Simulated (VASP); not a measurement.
# SiC (Moissanite) (P6_3mc) in VASP: notebook, part 3 of 3

VASP 6.6.1. The steps go on from the part before.

## (6) Relaxation of cell and atoms, RPBE+D4

The input, INCAR:

```
PREC = Accurate
ENCUT = 600
EDIFF = 1E-7
ISMEAR = -1
SIGMA = 0.05
LREAL = F
LASPH = T
NELM = 80
ALGO = Normal
ISIF = 3
LWAVE = F
LCHARG = F
GGA = RP
IVDW = 13
IBRION = 2
NSW = 60
EDIFFG = -0.01
```

The input, KPOINTS:

```
Automatic mesh
0
Gamma
  10 10 5
```

The input, POSCAR:

```
SiC
1.0
    3.0760000000      0.0000000000      0.0000000000
   -1.5380000000      2.6638941420      0.0000000000
    0.0000000000      0.0000000000      5.0480000000
Si C
2 2
Direct
    0.6666666667      0.3333333333      0.5000000000
    0.3333333333      0.6666666667      0.0000000000
    0.6666666667      0.3333333333      0.8850000000
    0.3333333333      0.6666666667      0.3850000000
```

Potentials or basis: VASP PAW PBE potentials, release 64 (Si, C).

Started as:

```
$ cat potpaw_PBE.64/Si/POTCAR potpaw_PBE.64/C/POTCAR > POTCAR
$ mpirun -np 1 vasp_std > vasp.out
```

OUTCAR:

```text
PREC = Accurate
   ENCUT = 600
   EDIFF = 1E-7
   ISMEAR = -1
   LREAL = F
   LASPH = T
   NELM = 80
   ISIF = 3
   GGA = RP
   IVDW = 13
   IBRION = 2
   NSW = 60
   EDIFFG = -0.01

 ion  position               nearest neighbor table
   1  0.667  0.333  0.500-   4 1.87   4 1.87   4 1.87   3 1.94   2 3.09   2 3.09   2 3.09   2 3.09
                             2 3.09   2 3.09
   2  0.333  0.667  0.000-   3 1.87   3 1.87   3 1.87   4 1.94   1 3.09   1 3.09   1 3.09   1 3.09
                             1 3.09   1 3.09
   3  0.667  0.333  0.885-   2 1.87   2 1.87   2 1.87   1 1.94
   4  0.333  0.667  0.385-   1 1.87   1 1.87   1 1.87   2 1.94

  LATTYP: Found a hexagonal cell.
 ALAT       =     3.0760000000
 C/A-ratio  =     1.6410923277

  Lattice vectors:

 A1 = (   3.0760000000,   0.0000000000,   0.0000000000)
 A2 = (  -1.5380000000,   2.6638941420,   0.0000000000)
 A3 = (   0.0000000000,   0.0000000000,   5.0480000000)

Analysis of symmetry for initial positions (statically):
=====================================================================
 Subroutine PRICEL returns:
 Original cell was already a primitive cell.

 Routine SETGRP: Setting up the symmetry group for a
 hexagonal supercell.

 Subroutine GETGRP returns: Found 12 space group operations
 (whereof  6 operations were pure point group operations)
 out of a pool of 24 trial point group operations.

The static configuration has the point symmetry C_3v.
 The point group associated with its full space group is C_6v.

Analysis of symmetry for dynamics (positions and initial velocities):
=====================================================================
 Subroutine PRICEL returns:
 Original cell was already a primitive cell.

 Routine SETGRP: Setting up the symmetry group for a
 hexagonal supercell.

 Subroutine GETGRP returns: Found 12 space group operations
 (whereof  6 operations were pure point group operations)
 out of a pool of 24 trial point group operations.

The dynamic configuration has the point symmetry C_3v.
 The point group associated with its full space group is C_6v.

 Subroutine INISYM returns: Found 12 space group operations
 (whereof  6 operations are pure point group operations),
 and found     1 'primitive' translations

----------------------------------------------------------------------------------------

                                     Primitive cell

  volume of cell :      41.3640

  direct lattice vectors                    reciprocal lattice vectors
     3.076000000  0.000000000  0.000000000     0.325097529  0.187695146  0.000000000
    -1.538000000  2.663894142  0.000000000     0.000000000  0.375390292  0.000000000
     0.000000000  0.000000000  5.048000000     0.000000000  0.000000000  0.198098257

  length of vectors
     3.076000000  3.076000000  5.048000000     0.375390292  0.375390292  0.198098257

  position of ions in fractional coordinates (direct lattice)
     0.666666667  0.333333333  0.500000000
     0.333333333  0.666666667  0.000000000
     0.666666667  0.333333333  0.885000000
     0.333333333  0.666666667  0.385000000

  ion indices of the primitive-cell ions
   primitive index   ion index
                 1           1
                 2           2
                 3           3
                 4           4

----------------------------------------------------------------------------------------

 KPOINTS: Automatic mesh

Automatic generation of k-mesh.
 Grid dimensions read from file:
 generate k-points for:   10   10    5

 Generating k-lattice:

  Cartesian coordinates                     Fractional coordinates (reciprocal lattice)
     0.032509753  0.018769515  0.000000000     0.100000000  0.000000000  0.000000000
     0.000000000  0.037539029  0.000000000     0.000000000  0.100000000  0.000000000
     0.000000000  0.000000000  0.039619651     0.000000000  0.000000000  0.200000000

  Length of vectors
     0.037539029  0.037539029  0.039619651

  Shift w.r.t. Gamma in fractional coordinates (k-lattice)
     0.000000000  0.000000000  0.000000000

 Subroutine IBZKPT returns following result:
 ===========================================

 Found     42 irreducible k-points:

 Following reciprocal coordinates:
            Coordinates               Weight
  0.000000  0.000000  0.000000      1.000000
  0.100000 -0.000000  0.000000      6.000000
  0.200000 -0.000000  0.000000      6.000000
  0.300000  0.000000  0.000000      6.000000
  0.400000 -0.000000  0.000000      6.000000
  0.500000  0.000000  0.000000      3.000000
[... 16 lines left out ...]
  0.300000  0.100000  0.200000     24.000000
  0.400000  0.100000  0.200000     24.000000
 [... further k-points ...]
   k-points           NKPTS =     42   k-points in BZ     NKDIM =     42   number of bands    NBANDS=     12
   number of dos      NEDOS =    301   number of ions     NIONS =      4
   total plane-waves  NPLWV =  31360
   dimension x,y,z NGX =    28 NGY =   28 NGZ =   40
   dimension x,y,z NGXF=    56 NGYF=   56 NGZF=   80
   ions per type =               2   2
   NGX,Y,Z   is equivalent  to a cutoff of  15.13, 15.13, 13.17 a.u.
   NGXF,Y,Z  is equivalent  to a cutoff of  30.27, 30.27, 26.35 a.u.
 SYSTEM =  unknown system
   PREC   = accura    normal or accurate (medium, high low for compatibility)
   ISTART =      0    job   : 0-new  1-cont  2-samecut
   ICHARG =      2    charge: 1-file 2-atom 10-const
   ISPIN  =      1    spin polarized calculation?
   LNONCOLLINEAR =      F non collinear calculations
   LSORBIT =      F    spin-orbit coupling
   LASPH  =      T    aspherical Exc in radial PAW
   ENCUT  =  600.0 eV  44.10 Ry    6.64 a.u.   6.14  6.14 10.08*2*pi/ulx,y,z
   NELM   =     80;   NELMIN=  2; NELMDL= -5     # of ELM steps
   EDIFF  = 0.1E-06   stopping-criterion for ELM
   LREAL  =      F    real-space projection
   EDIFFG = -.1E-01   stopping-criterion for IOM
   NSW    =     60    number of steps for IOM
   IBRION =      2    ionic relax: 0-MD 1-quasi-New 2-CG
   NFREE  =      1    steps in history (QN), initial steepest desc. (CG)
   ISIF   =      3    stress and relaxation
   ISYM   =      2    0-nonsym 1-usesym 2-fastsym
   POTIM  = 0.5000    time-step for ionic-motion
   TEBEG  =    0.0;   TEEND  =   0.0 temperature during run
   PSTRESS=    0.0 pullay stress
   NELECT =      16.0000    total number of electrons
   NUPDOWN=      -1.0000    fix difference up-down
   EMIN   =  10.00;   EMAX   =-10.00  energy-range for DOS
   EFERMI =   0.00;   METHOD = LEGACY
   ISMEAR =    -1;   SIGMA  =   0.05  broadening in eV -4-tet -1-fermi 0-gaus
   EFERMI_NEDOS =   21; number of points for ismear=-14 and -15
   IALGO  =     38    algorithm
   IMIX   =      4    mixing-type and parameters
     AMIX     =   0.40;   BMIX     =  1.00
     AMIX_MAG =   1.60;   BMIX_MAG =  1.00
  volume/ion in A,a.u.               =      10.34        69.78
  Fermi-wavevector in a.u.,A,eV,Ry     =   1.192817  2.254098 19.358549  1.422813
  Thomas-Fermi vector in A             =   2.328847
   LORBIT       =      0    0 simple, 1 ext, 2 COOP (PROOUT), +10 PAW based schemes
   GGA     = RP    functional components
   LHFCALC =     F    Hartree Fock is set to
   AEXX    =    0.0000 exact exchange contribution
   IVDW    =    13    specifies the selected vdW correction
   LEPSILON=     F    determine dielectric tensor
   LRPA    =     F    only Hartree local field effects (RPA)
 conjugate gradient relaxation of ions
 non-spin polarized calculation
  energy-cutoff  :      600.00
  volume of cell :       41.36
 maximum number of plane-waves:      1398
 NGX is ok and might be reduce to    28
   NGX = 13   NGY = 13   NGZ = 21

--------------------------------------- Ionic step        1  -------------------------------------------

 number of electron      16.0000001 magnetization

 Free energy of the ion-electron system (eV)
  ---------------------------------------------------
  ext. energy  EPLUGINS =         0.00000000
  ---------------------------------------------------
  free energy    TOTEN  =       -28.58214970 eV

  energy without entropy =      -28.58214970  energy(sigma->0) =      -28.58214970

------------------------ aborting loop because EDIFF is reached ----------------------------------------

  DFT-D4 for vdW energy calculation

  Edisp (eV):   -2.85626
[... 327 lines left out ...]
--------------------------------------- Ionic step        9  -------------------------------------------

 number of electron      15.9999999 magnetization

 Free energy of the ion-electron system (eV)
  ---------------------------------------------------
  ext. energy  EPLUGINS =         0.00000000
  ---------------------------------------------------
  free energy    TOTEN  =       -28.57977361 eV

  energy without entropy =      -28.57977361  energy(sigma->0) =      -28.57977361

 E-fermi :   9.5739     XC(G=0): -11.3661

 val. band max:        8.5629300773   @ k =   0.0000   0.0000   0.0000
 cond. band min:      10.9931264885   @ k =   0.3000   0.3000   0.0000
 fundamental gap:      2.4301964113
 Fermi energy:         9.5738935846

 k-point     1 :       0.0000    0.0000    0.0000
  band No.  band energies     occupation
      1      -7.1771      2.00000
      2      -3.5619      2.00000
      3      -0.2319      2.00000
      4       7.2434      2.00000
      5       7.2434      2.00000
      6       8.4405      2.00000
      7       8.5629      2.00000
      8       8.5629      2.00000
      9      13.5637      0.00000
     10      14.9861      0.00000
     11      15.3851      0.00000
     12      15.3851      0.00000
[... 331 lines left out ...]
 k-point    24 :       0.4000    0.1000    0.2000
  band No.  band energies     occupation
      1      -3.7836      2.00000
      2      -2.2556      2.00000
      3       0.4098      2.00000
      4       1.9138      2.00000
      5       3.8275      2.00000
      6       4.7847      2.00000
      7       6.0525      2.00000
      8       6.5477      2.00000
      9      12.2675      0.00000
     10      12.6886      0.00000
     11      15.6412      0.00000
     12      16.0634      0.00000

 [... further k-points ...]

------------------------ aborting loop because EDIFF is reached ----------------------------------------

  DFT-D4 for vdW energy calculation

  Edisp (eV):   -2.90392
[... 27 lines left out ...]
  FREE ENERGIE OF THE ION-ELECTRON SYSTEM (eV)
  ---------------------------------------------------
  free  energy   TOTEN  =       -31.4836890362 eV

  energy  without entropy=      -31.4836890361  energy(sigma->0) =      -31.48368904

 reached required accuracy - stopping structural energy minimisation
```

OSZICAR:

```text
N       E                     dE             d eps       ncg     rms          rms(c)
DAV:   1     0.409862815537E+02    0.40986E+02   -0.81225E+03  1008   0.134E+03
DAV:   2    -0.288374379256E+02   -0.69824E+02   -0.63985E+02  1432   0.197E+02
DAV:   3    -0.321354238542E+02   -0.32980E+01   -0.32791E+01  1316   0.430E+01
DAV:   4    -0.321745330784E+02   -0.39109E-01   -0.39073E-01  1260   0.548E+00
[... 69 lines left out ...]
       N       E                     dE             d eps       ncg     rms          rms(c)
DAV:   1    -0.285797863021E+02    0.31941E-02   -0.96767E-04  1192   0.285E-01    0.331E-02
DAV:   2    -0.285797755191E+02    0.10783E-04   -0.28361E-05  1220   0.431E-02    0.174E-02
DAV:   3    -0.285797736780E+02    0.18410E-05   -0.82644E-06  1220   0.201E-02    0.312E-03
DAV:   4    -0.285797736078E+02    0.70178E-07   -0.79436E-07  1192   0.615E-03
   9 F= -.31483689E+02 E0= -.31483689E+02  d E =-.468836E-04
```

Run time: 82 s. Hardware: 1 thread of AMD EPYC 9R45 (Zen 5), shared host; peak memory 0.15 GiB.

What came out:

- Free energy: -31.4837 eV
- Relaxed volume: 10.15 Å³/atom
- Relaxed cell: a = 3.057 Å, b = 3.057 Å, c = 5.018 Å, α = 90.00°, β = 90.00°, γ = 120.00°
- Space group after relaxing (to 0.05 Å): P6_3mc (No. 186)
- Energy gained by relaxing: 11.3 meV/atom
- Ionic steps: 9
- Pressure after relaxing: 0.0 GPa
- Band gap on the k mesh: 2.43 eV, indirect (least direct gap 4.04 eV)
- Dispersion energy per atom: -0.726 eV

Step by step:
| step | energy change (eV) | largest force (eV/Å) | pressure (GPa) | volume (Å³) |
| --- | --- | --- | --- | --- |
| 1 | 0.0000 | 0.7394 | -3.62 | 41.36 |
| 2 | -0.0075 | 0.6853 | 3.87 | 39.98 |
| 3 | -0.0423 | 0.0774 | 0.02 | 40.60 |
| 4 | -0.0423 | 0.0614 | 0.11 | 40.59 |
| 5 | -0.0451 | 0.0025 | 0.34 | 40.55 |
| 6 | -0.0452 | 0.0081 | 0.30 | 40.56 |
| 7 | -0.0452 | 0.0070 | 0.30 | 40.56 |
| 8 | -0.0452 | 0.0098 | -0.24 | 40.65 |
| 9 | -0.0453 | 0.0012 | 0.03 | 40.60 |

Final structure:
```xyz
4
Lattice="3.0566 0.0000 0.0000 -1.5283 2.6471 0.0000 0.0000 0.0000 5.0183" Properties=species:S:1:pos:R:3 pbc="T T T"
Si    1.5283    0.8824    2.5328
Si    0.0000    1.7647    0.0236
C     1.5283    0.8824    4.4176
C     0.0000    1.7647    1.9085
```

Levels at points of the mesh, in eV from the valence-band top:
```tsv
k point	band 6	band 7	band 8	band 9	band 10	band 11
(0.00, 0.00, 0.00)	-0.12	0.00	0.00	5.00	6.42	6.82
(0.50, 0.00, 0.00)	-3.35	-3.33	-1.19	2.85	4.25	7.07
```

Caveat: the PAW data sets were made with another functional, which shifts forces and pressure a little.

## (7) Summary

```csv
task,level,cell,cutoff (eV),smearing,gap on the mesh (eV),pressure (GPa),relaxed volume (Å³/atom),largest force (eV/Å)
single point,PBE,as given,520,gaussian 0.021 eV,2.48,3.6,-,0.75
single point,PBE,as given,520,gaussian 0.027 eV,2.48,3.6,-,0.75
single point,r2SCAN,as given,520,fermi-dirac 0.05 eV,2.86,0.0,-,0.77
relaxation of cell and atoms,RPBE+D3(BJ),relaxed,600,fermi-dirac 0.05 eV,2.36,0.1,9.59,0.01
relaxation of cell and atoms,RPBE+D4,relaxed,600,fermi-dirac 0.05 eV,2.43,0.0,10.15,-
```

Alike in all rows: potentials or basis VASP PAW PBE potentials, release 64 (Si, C); no spin polarisation; k mesh 10 × 10 × 5.

On the cell as given the gap runs from 2.48 eV (PBE) to 2.86 eV (r2SCAN). The pressure there spans 0.0 GPa (r2SCAN) to 3.6 GPa (PBE); a positive pressure means that this level wants a larger cell, a negative one a smaller.

Caveats: the PAW data sets were made with another functional, which shifts forces and pressure a little (some runs).

Total energies depend on the potentials used, so only differences within one code and one set of settings carry meaning.
